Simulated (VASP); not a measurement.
# Ba3Sr (Pm-3m) in VASP: a series of runs, part 2 of 2

VASP 6.6.1. The steps go on from the part before.

**3. Single point, LDA**

This run uses another cell than the first one, of 53.33 Å³/atom.

Input file INCAR:

```
SYSTEM = Ba3Sr
PREC = Accurate
ENCUT = 500
EDIFF = 1E-6
ISMEAR = -1
SIGMA = 0.05
LREAL = .FALSE.
LASPH = .TRUE.
NELM = 120
ALGO = Normal
ISIF = 2
LWAVE = .FALSE.
LCHARG = .TRUE.
GGA = CA
LELF = .TRUE.
LVHAR = .TRUE.
NBANDS = 28
GGA_COMPAT = .FALSE.
```

Input file KPOINTS:

```
regular mesh
0
G
  3 3 3
  0 0 0
```

Input file POSCAR:

```
Ba3Sr
1.0
    5.9751347796      0.0000000000      0.0000000000
    0.0000000000      5.9751347796      0.0000000000
    0.0000000000      0.0000000000      5.9751347796
Sr Ba
1 3
Direct
    0.0000000000      0.0000000000      0.0000000000
    0.0000000000      0.5000000000      0.5000000000
    0.5000000000      0.0000000000      0.5000000000
    0.5000000000      0.5000000000      0.0000000000
```

Potentials or basis: VASP PAW LDA potentials, release 64 (Sr_sv, Ba_sv).

Command:

```bash
> cat potpaw_LDA.64/Sr_sv/POTCAR potpaw_LDA.64/Ba_sv/POTCAR > POTCAR
> mpirun -np 1 vasp_std > vasp.out
```

It took 41 s on 1 thread of Intel Xeon 8259CL, shared host; peak memory 0.25 GiB.

It converged, with:

```
Free energy            : -8.5767 eV
Pressure               : 0.1 GPa
Band gap on the k mesh : zero (bands 20 and 21 overlap by 0.30 eV)
```

Levels at points of the mesh, in eV from the Fermi level:
| k point | band 16 | band 17 | band 18 | band 19 | band 20 | band 21 | band 22 | band 23 | band 24 | band 25 |
| --- | --- | --- | --- | --- | --- | --- | --- | --- | --- | --- |
| (0.00, 0.00, 0.00) | -13.62 | -3.16 | -1.26 | -0.87 | -0.87 | -0.30 | -0.30 | -0.30 | 1.94 | 1.94 |

Caveat: spin-orbit coupling is left out, which moves the levels of the heavy elements.

**4. Single point, LDA**

This run uses another cell than the first one, of 54.40 Å³/atom.

Input file INCAR:

```
SYSTEM = Ba3Sr
PREC = Accurate
ENCUT = 500
EDIFF = 1E-6
ISMEAR = -1
SIGMA = 0.05
LREAL = .False.
LASPH = .True.
NELM = 120
ALGO = Normal
ISIF = 2
LWAVE = .False.
LCHARG = .True.
GGA = CA
LELF = .True.
LVHAR = .True.
NBANDS = 28
GGA_COMPAT = .False.
```

Input file KPOINTS:

```
Automatic mesh
0
Gamma
  3 3 3
  0 0 0
```

Input file POSCAR:

```
Ba3Sr
1.0
    6.0147063619      0.0000000000      0.0000000000
    0.0000000000      6.0147063619      0.0000000000
    0.0000000000      0.0000000000      6.0147063619
Sr Ba
1 3
Direct
    0.0000000000      0.0000000000      0.0000000000
    0.0000000000      0.5000000000      0.5000000000
    0.5000000000      0.0000000000      0.5000000000
    0.5000000000      0.5000000000      0.0000000000
```

Potentials or basis: VASP PAW LDA potentials, release 64 (Sr_sv, Ba_sv).

Command:

```bash
> cat potpaw_LDA.64/Sr_sv/POTCAR potpaw_LDA.64/Ba_sv/POTCAR > POTCAR
> mpirun -np 1 vasp_std > vasp.out
```

OUTCAR:

```text
SYSTEM = Ba3Sr
   PREC = Accurate
   ENCUT = 500
   EDIFF = 1E-6
   ISMEAR = -1
   LREAL = .False.
   LASPH = .True.
   NELM = 120
   ISIF = 2
   GGA = CA

 ion  position               nearest neighbor table
   1  0.000  0.000  0.000-   2 4.25   3 4.25   4 4.25   2 4.25   3 4.25   2 4.25   4 4.25   2 4.25
                             3 4.25   4 4.25   3 4.25   4 4.25
   2  0.000  0.500  0.500-   1 4.25   3 4.25   4 4.25   1 4.25   4 4.25   1 4.25   3 4.25   1 4.25
                             3 4.25   4 4.25   4 4.25   3 4.25
   3  0.500  0.000  0.500-   1 4.25   2 4.25   4 4.25   1 4.25   4 4.25   2 4.25   4 4.25   4 4.25
                             1 4.25   2 4.25   1 4.25   2 4.25
   4  0.500  0.500  0.000-   1 4.25   2 4.25   3 4.25   2 4.25   3 4.25   1 4.25   3 4.25   3 4.25
                             1 4.25   2 4.25   2 4.25   1 4.25

  LATTYP: Found a simple cubic cell.
 ALAT       =     6.0147063619

  Lattice vectors:

 A1 = (   6.0147063619,   0.0000000000,   0.0000000000)
 A2 = (   0.0000000000,   6.0147063619,   0.0000000000)
 A3 = (   0.0000000000,   0.0000000000,   6.0147063619)

Analysis of symmetry for initial positions (statically):
[... 156 lines left out ...]
 E-fermi :   1.9091     XC(G=0):  -7.9783

 val. band max:        1.6636425403   @ k =   0.3333   0.0000   0.0000
 cond. band min:       1.9143739550   @ k =   0.3333   0.3333   0.0000
 fundamental gap:      0.2507314147
 Fermi energy:         1.9090847828

 k-point     1 :       0.0000    0.0000    0.0000
  band No.  band energies     occupation
      1     -34.3589      2.00000
      2     -26.7917      2.00000
      3     -26.7149      2.00000
      4     -26.7149      2.00000
      5     -16.4616      2.00000
      6     -16.4616      2.00000
[... 113 lines left out ...]
     27       3.4696      0.00000
     28       3.8666      0.00000

------------------------ aborting loop because EDIFF is reached ----------------------------------------

  FORCE on cell =-STRESS in cart. coord.  units (eV):
  Direction    XX          YY          ZZ          XY          YZ          ZX
  --------------------------------------------------------------------------------------
  -------------------------------------------------------------------------------------
  Total       -0.1803249     -0.1803249     -0.1803249      0.0000000      0.0000000     -0.0000000
  in kB       -1.3277703     -1.3277703     -1.3277703      0.0000000      0.0000000     -0.0000000
  external PRESSURE =      -1.3277703 kB  Pullay stress =       0.0000000 kB

 VOLUME and BASIS-vectors are now :
 -----------------------------------------------------------------------------
  energy-cutoff  :      500.00
  volume of cell :      217.59
      direct lattice vectors                 reciprocal lattice vectors
     6.014706362  0.000000000  0.000000000     0.166259155  0.000000000  0.000000000
     0.000000000  6.014706362  0.000000000     0.000000000  0.166259155  0.000000000
     0.000000000  0.000000000  6.014706362     0.000000000  0.000000000  0.166259155

 POSITION                                       TOTAL-FORCE (eV/Angst)
 -----------------------------------------------------------------------------------
      0.00000      0.00000      0.00000         0.000000      0.000000      0.000000
      0.00000      3.00735      3.00735         0.000000      0.000000      0.000000
      3.00735      0.00000      3.00735         0.000000      0.000000      0.000000
      3.00735      3.00735      0.00000         0.000000      0.000000      0.000000
 -----------------------------------------------------------------------------------
    total drift:                                0.000000     -0.000000     -0.000000

  FREE ENERGIE OF THE ION-ELECTRON SYSTEM (eV)
  ---------------------------------------------------
  free  energy   TOTEN  =        -8.5759797290 eV

  energy  without entropy=       -8.5058947261  energy(sigma->0) =       -8.54093723
```

Wall time 46 s (1 thread of Intel Xeon 8259CL, shared host); peak memory 0.25 GiB.

Results:

- Free energy: -8.5760 eV
- Pressure: -0.1 GPa
- Band gap on the k mesh: zero (bands 20 and 21 overlap by 0.29 eV)

Levels at points of the mesh, in eV from the Fermi level:
| k point | band 16 | band 17 | band 18 | band 19 | band 20 | band 21 | band 22 | band 23 | band 24 | band 25 |
| --- | --- | --- | --- | --- | --- | --- | --- | --- | --- | --- |
| (0.00, 0.00, 0.00) | -13.66 | -3.15 | -1.24 | -0.85 | -0.85 | -0.28 | -0.28 | -0.28 | 1.92 | 1.92 |

Caveat: spin-orbit coupling is left out, which moves the levels of the heavy elements.

**5. Relaxation of cell and atoms, LDA**

This run uses another cell than the first one, of 53.33 Å³/atom.

Input file INCAR:

```
SYSTEM = Ba3Sr
PREC     = Accurate       ! precision mode
ENCUT    = 500            ! plane-wave cutoff, eV
EDIFF    = 1E-7           ! SCF threshold, eV
ISMEAR   = -1             ! smearing method
SIGMA    = 0.05           ! smearing width, eV
LREAL    = .False.        ! projectors in reciprocal space
LASPH    = .True.         ! aspherical terms in the spheres
NELM     = 120            ! most SCF steps
ALGO     = Normal         ! electronic algorithm
ISIF     = 3              ! what is computed and relaxed
LWAVE    = .False.        ! write WAVECAR
LCHARG   = .False.        ! write CHGCAR
IBRION   = 2              ! ionic algorithm
NSW      = 80             ! ionic steps
EDIFFG   = -0.01          ! ionic threshold
GGA_COMPAT= .False.      
NELMIN   = 4
```

Input file KPOINTS:

```
regular mesh
0
Gamma
  3 3 3
  0 0 0
```

Input file POSCAR:

```
Ba3Sr
1.0
    5.9751347796      0.0000000000      0.0000000000
    0.0000000000      5.9751347796      0.0000000000
    0.0000000000      0.0000000000      5.9751347796
Sr Ba
1 3
Direct
    0.0000000000      0.0000000000      0.0000000000
    0.0000000000      0.5000000000      0.5000000000
    0.5000000000      0.0000000000      0.5000000000
    0.5000000000      0.5000000000      0.0000000000
```

Command:

```bash
> cat potpaw_LDA.64/Sr_sv/POTCAR potpaw_LDA.64/Ba_sv/POTCAR > POTCAR
> mpirun -np 1 vasp_std > vasp.out
```

Wall time 90 s (1 thread of Intel Xeon 8259CL, shared host); peak memory 0.26 GiB.

Results (log left out):

```
Free energy                           : -8.5770 eV
Relaxed volume                        : 53.67 Å³/atom
Relaxed cell                          : a = 5.988 Å, b = 5.988 Å, c = 5.988 Å, α = 90.00°, β = 90.00°, γ = 90.00°
Space group after relaxing (to 0.1 Å) : Pm-3m (No. 221)
Energy gained by relaxing             : 0.1 meV/atom
Ionic steps                           : 3
Pressure after relaxing               : 0.0 GPa
Band gap on the k mesh                : zero (bands 20 and 21 overlap by 0.30 eV)
```

The path:
| step | energy change (eV) | largest force (eV/Å) | pressure (GPa) | volume (Å³) |
| --- | --- | --- | --- | --- |
| 1 | 0.0000 | 0.0000 | 0.07 | 213.33 |
| 2 | -0.0002 | 0.0000 | 0.03 | 214.04 |
| 3 | -0.0003 | 0.0000 | 0.00 | 214.69 |

Final structure:
```
Sr Ba
1.0
     5.98789    0.00000    0.00000
     0.00000    5.98789    0.00000
     0.00000    0.00000    5.98789
Sr Ba
1 3
Direct
  0.00000 0.00000 0.00000
  0.00000 0.50000 0.50000
  0.50000 0.00000 0.50000
  0.50000 0.50000 0.00000
```

Levels at points of the mesh, in eV from the Fermi level:
| k point | band 18 | band 19 | band 20 | band 21 | band 22 | band 23 |
| --- | --- | --- | --- | --- | --- | --- |
| (0.00, 0.00, 0.00) | -1.26 | -0.87 | -0.87 | -0.29 | -0.29 | -0.29 |

Caveat: spin-orbit coupling is left out, which moves the levels of the heavy elements.

**6. The runs side by side**

```csv
task,cell,gap on the mesh (eV),pressure (GPa)
single point,"a = 5.935 Å, 4 atoms",none,0.3
single point,"a = 5.975 Å, 4 atoms",none,0.1
single point,"a = 6.015 Å, 4 atoms",none,-0.1
relaxation of cell and atoms,"relaxed from a = 5.975 Å, 4 atoms",none,0.0
```

Alike in all rows: level LDA; potentials or basis VASP PAW LDA potentials, release 64 (Sr_sv, Ba_sv); no spin polarisation; k mesh 3 × 3 × 3; cutoff (eV) 500; smearing fermi-dirac 0.05 eV.

Caveats: spin-orbit coupling is left out, which moves the levels of the heavy elements.

Total energies depend on the potentials used, so only differences within one code and one set of settings carry meaning.

The gap in the log of VASP goes by the Fermi energy; the results here count the filled bands.